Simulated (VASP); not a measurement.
Wanted: the native input for a VASP 6.6.1 run.

| Property | Result |
| --- | --- |
| Task | single point |
| Functional | PBE |
| Potentials or basis | VASP PAW PBE potentials, release 64 (Si) |
| Cutoff | 520 eV |
| k mesh | 2 × 2 × 2 |
| Occupations | fermi-dirac, width 0.02 eV |
| Spin | no spin polarisation |
| Dipole correction | no |
| Further INCAR settings | LREAL = Auto; ALGO = Normal; EDIFF = 1e-06; NBANDS = 48 |

The structure of Si (a cell with a defect) lies in POSCAR:

```
Si
1.0
    0.0000000000      5.4300000000      5.4300000000
    5.4300000000      0.0000000000      5.4300000000
    5.4300000000      5.4300000000      0.0000000000
Si
17
Direct
   -0.0075028545     -0.0073800184     -0.0073369245
    0.1170353591      0.1171574586      0.1171924494
    0.0031303867      0.0032611418      0.4880318600
    0.1235386740      0.1236696133      0.6191031308
    0.0031268877      0.4879976059      0.0032974217
    0.1235404236      0.6190616022      0.1237059853
    0.0097792818      0.4956367403      0.4956717311
    0.1452766114      0.6172996317      0.6173375691
    0.4878774401      0.0032490792      0.0032888582
    0.6189395948      0.1236627993      0.1236974217
    0.4955059853      0.0099059853      0.4956604972
    0.6171682320      0.1454155617      0.6173155617
    0.4955046961      0.4956244015      0.0099422652
    0.6171661142      0.6172755064      0.1454534070
    0.5128996317      0.5130386740      0.5130734807
    0.6366240331      0.6367534991      0.6367916206
    0.7667119705      0.7668587477      0.7668924494
```

The input as run:

INCAR

```
SYSTEM = Si
ALGO = Normal
EDIFF = 1E-6
ENCUT = 520
GGA = PE
ISIF = 2
ISMEAR = -1
LASPH = .True.
LCHARG = .False.
LREAL = Auto
LWAVE = .False.
NBANDS = 48
NELM = 60
PREC = Accurate
SIGMA = 0.02
```

KPOINTS

```
k-points
0
Gamma
  2 2 2
  0 0 0
```

Potentials or basis: VASP PAW PBE potentials, release 64 (Si).

Command:

```console
$ cat potpaw_PBE.64/Si/POTCAR > POTCAR
$ mpirun -np 1 vasp_std > vasp.out
```

It gave:

The pressure is 5.0 GPa, the largest force is 0.275 eV/Å and the band gap on the k mesh is zero (band 34 reaches 6.90 eV, above the bottom of band 35 at 6.76 eV).

Caveat: the k points lie up to 0.50 Å⁻¹ apart.

Wall time 3.3 min on 1 thread of Intel(R) Xeon(R) Platinum 8488C (Sapphire Rapids), with other jobs on the host, peak memory 0.45 GiB.
